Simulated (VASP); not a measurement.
Input of a VASP 6.6.1 run:

POSCAR

```
ZrS
1.0
    0.0000000000      2.6250000000      2.6250000000
    2.6250000000      0.0000000000      2.6250000000
    2.6250000000      2.6250000000      0.0000000000
Zr S
1 1
Direct
    0.0000000000      0.0000000000      0.0000000000
    0.5000000000      0.5000000000      0.5000000000
```

Contents of INCAR.step1:

```
ALGO = Normal ; EDIFF = 1E-5
EDIFFG = -0.005 ; ENCUT = 550
GGA = PE ; GGA_COMPAT = F
IBRION = 2 ; ISIF = 3
ISMEAR = 0 ; LASPH = T
LCHARG = F ; LREAL = F
LWAVE = T ; NELM = 120
NELMIN = 4 ; NSW = 100
PREC = Accurate ; SIGMA = 0.3
```

File INCAR.step2:

```
ALGO = Normal ; EDIFF = 1E-7
EDIFFG = -0.01 ; ENCUT = 550
GGA_COMPAT = F ; IBRION = 2
ISIF = 8 ; ISMEAR = 0
ISTART = 1 ; LASPH = T
LCHARG = F ; LMIXTAU = T
LREAL = F ; LWAVE = F
METAGGA = R2SCAN ; NELM = 120
NELMIN = 4 ; NSW = 80
PREC = Accurate ; SIGMA = 0.3
```

Contents of KPOINTS:

```
k-points
0
Gamma
  4 4 4
```

Potentials or basis: VASP PAW PBE potentials, release 64 (Zr_sv, S).

The run is started by

```console
$ cat potpaw_PBE.64/Zr_sv/POTCAR potpaw_PBE.64/S/POTCAR > POTCAR
$ cp INCAR.step1 INCAR
$ mpirun -np 1 vasp_std > vasp.out
$ cp INCAR.step2 INCAR
$ mpirun -np 1 vasp_std > vasp.out
```

Task: Estimate the relaxed cell.

Result: a = 3.693 Å, b = 3.693 Å, c = 3.693 Å, α = 60.00°, β = 60.00°, γ = 60.00°.

Task: What does it give for the space group after relaxing (to 0.1 Å)?

Result: Fm-3m (No. 225).

Task: Estimate the relaxed volume.

Result: 17.81 Å³/atom.

Step by step:
```tsv
step	energy change (eV)	largest force (eV/Å)	pressure (GPa)	volume (Å³)
1	0.0000	0.0000	-2.08	36.18
2	0.0018	0.0000	2.71	34.96
3	-0.0037	0.0000	-0.06	35.62
```

Caveat: the k points lie up to 0.52 Å⁻¹ apart in the final cell; the highest band is partly filled, so the run has too few bands; the PAW data sets were made with another functional, which shifts forces and pressure a little.
